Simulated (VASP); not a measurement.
# ZnS (P6_3mc) in VASP: notebook, part 2 of 2

VASP 6.6.1. The steps go on from the part before.

## (3) Single point, r2SCAN

The input, POSCAR:

```
ZnS
1.0
    3.8076115351      0.0000000000      0.0000000000
   -1.9038057675      3.2974883171      0.0000000000
    0.0000000000      0.0000000000     12.4658246188
Zn S
4 4
Direct
    0.0000000000      0.0000000000      0.0001052081
    0.3333333333      0.6666666667      0.2500673625
    0.0000000000      0.0000000000      0.5001052081
    0.6666666667      0.3333333333      0.7500673625
    0.0000000000      0.0000000000      0.1872391017
    0.3333333333      0.6666666667      0.4375883276
    0.0000000000      0.0000000000      0.6872391017
    0.6666666667      0.3333333333      0.9375883276
```

The input, INCAR.step1:

```
SYSTEM = ZnS
PREC = Accurate
ENCUT = 520
ISMEAR = 0
SIGMA = 0.01
LREAL = .FALSE.
LASPH = .TRUE.
NELM = 100
NBANDS = 46
GGA = PE
ALGO = Normal
EDIFF = 1E-4
LWAVE = .TRUE.
LCHARG = .FALSE.
```

The input, INCAR.step2:

```
SYSTEM = ZnS
PREC = Accurate
ENCUT = 520
EDIFF = 1E-6
ISMEAR = 0
SIGMA = 0.01
LREAL = .FALSE.
LASPH = .TRUE.
NELM = 100
ALGO = Normal
ISIF = 2
LWAVE = .FALSE.
LCHARG = .FALSE.
METAGGA = R2SCAN
LMIXTAU = .TRUE.
NBANDS = 46
ISTART = 1
```

The input, KPOINTS:

```
regular mesh
0
G
  12 12 2
  0 0 0
```

Potentials or basis: VASP PAW PBE potentials, release 64 (Zn, S).

Started as:

```sh
cat potpaw_PBE.64/Zn/POTCAR potpaw_PBE.64/S/POTCAR > POTCAR
cp INCAR.step1 INCAR
mpirun -np 1 vasp_std > vasp.out
cp INCAR.step2 INCAR
mpirun -np 1 vasp_std > vasp.out
```

OUTCAR:

```text
SYSTEM = ZnS
   PREC = Accurate
   ENCUT = 520
   EDIFF = 1E-6
   ISMEAR = 0
   LREAL = .FALSE.
   LASPH = .TRUE.
   NELM = 100
   ISIF = 2
   METAGGA = R2SCAN
   ISTART = 1

 ion  position               nearest neighbor table
   1  0.000  0.000  0.000-   8 2.33   8 2.33   8 2.33   5 2.33
   2  0.333  0.667  0.250-   5 2.33   5 2.33   5 2.33   6 2.34
   3  0.000  0.000  0.500-   6 2.33   6 2.33   6 2.33   7 2.33
   4  0.667  0.333  0.750-   7 2.33   7 2.33   7 2.33   8 2.34
   5  0.000  0.000  0.187-   1 2.33   2 2.33   2 2.33   2 2.33
   6  0.333  0.667  0.438-   3 2.33   3 2.33   3 2.33   2 2.34
   7  0.000  0.000  0.687-   3 2.33   4 2.33   4 2.33   4 2.33
   8  0.667  0.333  0.938-   1 2.33   1 2.33   1 2.33   4 2.34

  LATTYP: Found a hexagonal cell.
 ALAT       =     3.8076115351
 C/A-ratio  =     3.2739223799

  Lattice vectors:

 A1 = (   3.8076115351,   0.0000000000,   0.0000000000)
 A2 = (  -1.9038057675,   3.2974883171,   0.0000000000)
 A3 = (   0.0000000000,   0.0000000000,  12.4658246188)

Analysis of symmetry for initial positions (statically):
=====================================================================
 Subroutine PRICEL returns:
 Original cell was already a primitive cell.

 Routine SETGRP: Setting up the symmetry group for a
 hexagonal supercell.

 Subroutine GETGRP returns: Found 12 space group operations
 (whereof  6 operations were pure point group operations)
 out of a pool of 24 trial point group operations.

The static configuration has the point symmetry C_3v.
 The point group associated with its full space group is C_6v.

Analysis of symmetry for dynamics (positions and initial velocities):
=====================================================================
 Subroutine PRICEL returns:
 Original cell was already a primitive cell.

 Routine SETGRP: Setting up the symmetry group for a
 hexagonal supercell.

 Subroutine GETGRP returns: Found 12 space group operations
 (whereof  6 operations were pure point group operations)
 out of a pool of 24 trial point group operations.

The dynamic configuration has the point symmetry C_3v.
 The point group associated with its full space group is C_6v.

 Subroutine INISYM returns: Found 12 space group operations
 (whereof  6 operations are pure point group operations),
 and found     1 'primitive' translations

----------------------------------------------------------------------------------------

                                     Primitive cell

  volume of cell :     156.5153

  direct lattice vectors                    reciprocal lattice vectors
     3.807611535  0.000000000  0.000000000     0.262631834  0.151630560  0.000000000
    -1.903805767  3.297488317  0.000000000     0.000000000  0.303261120  0.000000000
     0.000000000  0.000000000 12.465824619     0.000000000  0.000000000  0.080219322

  length of vectors
     3.807611535  3.807611535 12.465824619     0.303261120  0.303261120  0.080219322

  position of ions in fractional coordinates (direct lattice)
     0.000000000  0.000000000  0.000105208
     0.333333333  0.666666667  0.250067362
     0.000000000  0.000000000  0.500105208
     0.666666667  0.333333333  0.750067362
[... 38 lines left out ...]
 ===========================================

 Found     38 irreducible k-points:

 Following reciprocal coordinates:
            Coordinates               Weight
  0.000000  0.000000  0.000000      1.000000
  0.083333  0.000000  0.000000      6.000000
  0.166667 -0.000000  0.000000      6.000000
  0.250000  0.000000  0.000000      6.000000
  0.333333  0.000000  0.000000      6.000000
  0.416667  0.000000  0.000000      6.000000
[... 16 lines left out ...]
  0.250000  0.000000  0.500000      6.000000
  0.333333  0.000000  0.500000      6.000000
 [... further k-points ...]
   k-points           NKPTS =     38   k-points in BZ     NKDIM =     38   number of bands    NBANDS=     46
   number of dos      NEDOS =    301   number of ions     NIONS =      8
   total plane-waves  NPLWV =  75264
   dimension x,y,z NGX =    28 NGY =   28 NGZ =   96
   dimension x,y,z NGXF=    56 NGYF=   56 NGZF=  192
   ions per type =               4   4
   NGX,Y,Z   is equivalent  to a cutoff of  12.23, 12.23, 12.80 a.u.
   NGXF,Y,Z  is equivalent  to a cutoff of  24.45, 24.45, 25.61 a.u.
 SYSTEM =  ZnS
   PREC   = accura    normal or accurate (medium, high low for compatibility)
   ISTART =      1    job   : 0-new  1-cont  2-samecut
   ICHARG =      0    charge: 1-file 2-atom 10-const
   ISPIN  =      1    spin polarized calculation?
   LNONCOLLINEAR =      F non collinear calculations
   LSORBIT =      F    spin-orbit coupling
   LASPH  =      T    aspherical Exc in radial PAW
   ENCUT  =  520.0 eV  38.22 Ry    6.18 a.u.   7.08  7.08 23.18*2*pi/ulx,y,z
   NELM   =    100;   NELMIN=  2; NELMDL=  0     # of ELM steps
   EDIFF  = 0.1E-05   stopping-criterion for ELM
   LREAL  =      F    real-space projection
   EDIFFG = 0.1E-04   stopping-criterion for IOM
   NSW    =      0    number of steps for IOM
   IBRION =     -1    ionic relax: 0-MD 1-quasi-New 2-CG
   NFREE  =      0    steps in history (QN), initial steepest desc. (CG)
   ISIF   =      2    stress and relaxation
   ISYM   =      2    0-nonsym 1-usesym 2-fastsym
   POTIM  = 0.5000    time-step for ionic-motion
   TEBEG  =    0.0;   TEEND  =   0.0 temperature during run
   PSTRESS=    0.0 pullay stress
   NELECT =      72.0000    total number of electrons
   NUPDOWN=      -1.0000    fix difference up-down
   EMIN   =  10.00;   EMAX   =-10.00  energy-range for DOS
   EFERMI =   0.00;   METHOD = LEGACY
   ISMEAR =     0;   SIGMA  =   0.01  broadening in eV -4-tet -1-fermi 0-gaus
   EFERMI_NEDOS =   21; number of points for ismear=-14 and -15
   IALGO  =     38    algorithm
   IMIX   =      4    mixing-type and parameters
     AMIX     =   0.40;   BMIX     =  1.00
     AMIX_MAG =   1.60;   BMIX_MAG =  1.00
  volume/ion in A,a.u.               =      19.56       132.03
  Fermi-wavevector in a.u.,A,eV,Ry     =   1.263766  2.388172 21.729929  1.597105
  Thomas-Fermi vector in A             =   2.397106
   LORBIT       =      0    0 simple, 1 ext, 2 COOP (PROOUT), +10 PAW based schemes
   METAGGA = R2SCAN    functional components
   LHFCALC =     F    Hartree Fock is set to
   AEXX    =    0.0000 exact exchange contribution
   IVDW    =     0    specifies the selected vdW correction
   LEPSILON=     F    determine dielectric tensor
   LRPA    =     F    only Hartree local field effects (RPA)
 non-spin polarized calculation
 Gauss-broadening in eV      SIGMA  =   0.01
  energy-cutoff  :      520.00
  volume of cell :      156.52
 maximum number of plane-waves:      4239
   NGX = 15   NGY = 15   NGZ = 47

 number of electron      71.9999976 magnetization

 Free energy of the ion-electron system (eV)
  ---------------------------------------------------
  ext. energy  EPLUGINS =         0.00000000
  ---------------------------------------------------
  free energy    TOTEN  =       -75.45646964 eV

  energy without entropy =      -75.45646964  energy(sigma->0) =      -75.45646964

 E-fermi :   2.0208     XC(G=0): -10.3226

 val. band max:        1.9189070390   @ k =   0.0000   0.0000   0.0000
 cond. band min:       4.6729194816   @ k =   0.0000   0.0000   0.0000
 fundamental gap:      2.7540124426
 Fermi energy:         2.0207920430

 k-point     1 :       0.0000    0.0000    0.0000
  band No.  band energies     occupation
      1     -11.8297      2.00000
      2     -11.3962      2.00000
      3     -11.3855      2.00000
      4     -10.8679      2.00000
      5      -4.6170      2.00000
      6      -4.6102      2.00000
[... 1165 lines left out ...]
     45       9.9026      0.00000
     46       9.9026      0.00000

 [... further k-points ...]
[... 5 lines left out ...]
  --------------------------------------------------------------------------------------
  -------------------------------------------------------------------------------------
  Total        0.0317454      0.0317454      0.0500161      0.0000000      0.0000000      0.0000000
  in kB        0.3249636      0.3249636      0.5119919      0.0000000      0.0000000      0.0000000
  external PRESSURE =       0.3873064 kB  Pullay stress =       0.0000000 kB

 VOLUME and BASIS-vectors are now :
 -----------------------------------------------------------------------------
  energy-cutoff  :      520.00
  volume of cell :      156.52
      direct lattice vectors                 reciprocal lattice vectors
     3.807611535  0.000000000  0.000000000     0.262631834  0.151630560  0.000000000
    -1.903805767  3.297488317  0.000000000     0.000000000  0.303261120  0.000000000
     0.000000000  0.000000000 12.465824619     0.000000000  0.000000000  0.080219322

 POSITION                                       TOTAL-FORCE (eV/Angst)
 -----------------------------------------------------------------------------------
      0.00000      0.00000      0.00131         0.000000     -0.000000     -0.004100
     -0.00000      2.19833      3.11730         0.000000     -0.000000     -0.007182
      0.00000      0.00000      6.23422        -0.000000      0.000000     -0.004100
      1.90381      1.09916      9.35021        -0.000000      0.000000     -0.007182
      0.00000      0.00000      2.33409         0.000000      0.000000      0.005845
     -0.00000      2.19833      5.45490         0.000000     -0.000000      0.005437
      0.00000      0.00000      8.56700        -0.000000     -0.000000      0.005845
      1.90381      1.09916     11.68781        -0.000000      0.000000      0.005437
 -----------------------------------------------------------------------------------
    total drift:                               -0.000001     -0.000002     -0.062311

  FREE ENERGIE OF THE ION-ELECTRON SYSTEM (eV)
  ---------------------------------------------------
  free  energy   TOTEN  =       -75.4564696353 eV

  energy  without entropy=      -75.4564696353  energy(sigma->0) =      -75.45646964
```

Wall time 6.7 min (1 thread of Intel Xeon 6975P-C (Granite Rapids), shared host); peak memory 0.41 GiB.

What came out:

* Free energy: -75.4565 eV
* Pressure: 0.0 GPa
* Largest force: 0.007 eV/Å
* Band gap on the k mesh: 2.75 eV

Forces in eV/Å, atoms in the order of the input:
```
Zn   0.000  0.000 -0.004
Zn   0.000  0.000 -0.007
Zn   0.000  0.000 -0.004
Zn   0.000  0.000 -0.007
S    0.000  0.000  0.006
S    0.000  0.000  0.005
S    0.000  0.000  0.006
S    0.000  0.000  0.005
```

Caveat: the PAW data sets were made with another functional, which shifts forces and pressure a little. A k mesh can miss the band edges.
